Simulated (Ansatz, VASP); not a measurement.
## Two plane-wave programs on Ti

File INCAR:

```
SYSTEM = Ti
ALGO     = Normal         ! electronic algorithm
EDIFF    = 1E-6           ! SCF threshold, eV
ENCUT    = 500            ! plane-wave cutoff, eV
GGA_COMPAT= .False.      
ISIF     = 2              ! what is computed and relaxed
ISMEAR   = 0              ! smearing method
LASPH    = .True.         ! aspherical terms in the spheres
LCHARG   = .False.        ! write CHGCAR
LREAL    = .False.        ! projectors in reciprocal space
LWAVE    = .False.        ! write WAVECAR
NBANDS   = 19             ! bands
NELM     = 120            ! most SCF steps
PREC     = Accurate       ! precision mode
SIGMA    = 0.05           ! smearing width, eV
```

Contents of KPOINTS:

```
k-points
0
Gamma
  16 16 10
  0 0 0
```

Contents of POSCAR:

```
Ti
1.0
    2.8629259344      0.0000000000      0.0000000000
   -1.4314629672      2.4793665884      0.0000000000
    0.0000000000      0.0000000000      4.5342644839
Ti
2
Direct
    0.3333333333      0.6666666667      0.7500000000
    0.6666666667      0.3333333333      0.2500000000
```

Input for Ansatz:

```yaml
crystal:
  lattice:
    - [2.8629259344, 0.0, 0.0]
    - [-1.4314629672, 2.4793665884, 0.0]
    - [0.0, 0.0, 4.5342644839]
  atoms:
    - { symbol: Ti, position: [0.3333333333, 0.6666666667, 0.75] }
    - { symbol: Ti, position: [0.6666666667, 0.3333333333, 0.25] }
basis:
  ecutwfc: 420
  ecutrho_ratio: 4
kpoints:
  mp_grid: { grid: [16, 16, 10] }
  band_path:
    path:
      - [[0.0, 0.0, 0.0], [0.5, 0.0, 0.0], [0.33333333, 0.33333333, 0.0], [0.0, 0.0, 0.0], [0.0, 0.0, 0.5], [0.5, 0.0, 0.5], [0.33333333, 0.33333333, 0.5], [0.0, 0.0, 0.5]]
      - [[0.5, 0.0, 0.5], [0.5, 0.0, 0.0]]
      - [[0.33333333, 0.33333333, 0.5], [0.33333333, 0.33333333, 0.0]]
    npoints: 14
hamiltonian:
  xc: lda
scf:
  occupations: { method: gaussian, width: 0.05 }
output:
  forces: true
  stress: true
  eigenvalues: true
  populations: true
  dos: { projected: true, de: 0.02, nscf_kmesh: { grid: [24, 24, 15] } }
  bader: true
```

Alike in both runs: task single point; functional LDA; k mesh 16 × 16 × 10; occupations gaussian, width 0.05 eV; no spin polarisation.

|  | VASP | Ansatz |
| --- | --- | --- |
| version | VASP 6.6.1 | Ansatz 0.2.0 |
| potentials or method | VASP PAW LDA potentials, release 64 (Ti_sv), cutoff 500 eV | scalar-relativistic, plane waves, PAW |
| valence electrons in the cell | 24 | 24 |

VASP gave:

- pressure (GPa): -0.2

What did Ansatz give for the same quantities?

Pressure (GPa): 0.0.

LDA's correlation is that of Perdew and Zunger in VASP and of Perdew and Wang (1992) in Ansatz.
